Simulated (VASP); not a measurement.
PbS, 2 atoms in the cell. Symmetry: R-3m, No. 166, trigonal system. The conventional cell has a = 4.235 Å, b = 4.235 Å, c = 10.066 Å, α = 90.00°, β = 90.00°, γ = 120.00°. Within 3.9 Å of Pb (site symmetry -3m) lie 6 S at 2.97 Å. S (site symmetry -3m) has 6 Pb at 2.97 Å within 3.9 Å.  This cell differs from its parent crystal: equal xy, yz and zx shear strains of -2 %.

* Program: VASP 6.6.1
* Task: electric field gradients
* Functional: LDA
* Potentials or basis: VASP PAW LDA potentials, release 64 (Pb_d, S)
* Cutoff: 520 eV
* k mesh: 7 × 7 × 7
* Occupations: fermi-dirac, width 0.01 eV
* Spin: no spin polarisation
* Dipole correction: no
* Further INCAR settings: ALGO = Normal; EDIFF = 1e-08; NBANDS = 17

Potentials or basis: VASP PAW LDA potentials, release 64 (Pb_d, S).

The run is started by

```bash
$ cat potpaw_LDA.64/Pb_d/POTCAR potpaw_LDA.64/S/POTCAR > POTCAR
$ mpirun -np 1 vasp_std > vasp.out
```

Hardware: 1 thread of AMD EPYC 7R43 64-Core Processor (Zen 3), with other jobs on the host.

Q: How long does it take, and how much memory?

A: It took 33 s on 1 thread of AMD EPYC 7R43 64-Core Processor (Zen 3) (shared host), peak memory 0.14 GiB. Counts: scf iterations 14, k points 44.
